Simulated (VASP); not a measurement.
A run of VASP 6.6.1 is set up as follows.

The input INCAR:

```
SYSTEM = Zn
  ALGO = Fast
  EDIFF = 1E-6
  ENCUT = 520
  GGA = PE
  ISIF = 2
  ISMEAR = 0
  LASPH = .True.
  LCHARG = .False.
  LREAL = .False.
  LWAVE = .False.
  NBANDS = 12
  NELM = 80
  PREC = Accurate
  SIGMA = 0.15
```

The input KPOINTS:

```
k-points
0
Gamma
  22 22 22
  0 0 0
```

Contents of POSCAR:

```
Zn
1.0
   -1.5376562600      1.5690370000      1.5690370000
    1.5376562600     -1.5690370000      1.5690370000
    1.5376562600      1.5690370000     -1.5690370000
Zn
1
Direct
    0.0000000000      0.0000000000      0.0000000000
```

Potentials or basis: VASP PAW PBE potentials, release 64 (Zn).

Launch:

```sh
$ cat potpaw_PBE.64/Zn/POTCAR > POTCAR
$ mpirun -np 1 vasp_std > vasp.out
```

**Question.** Predict the pressure.

**Answer.** 1.4 GPa.

**Question.** What does it give for the band gap on the k mesh?

**Answer.** Zero (bands 6 and 7 overlap by 5.11 eV).

Stress tensor (GPa, compression positive):
```
0.68 0.00 0.00
0.00 1.77 0.00
0.00 0.00 1.77
```

Caveat: the cell differs from its parent crystal (strain -0.0200 x Voigt [1, 0, 0, 0, 0, 0]).
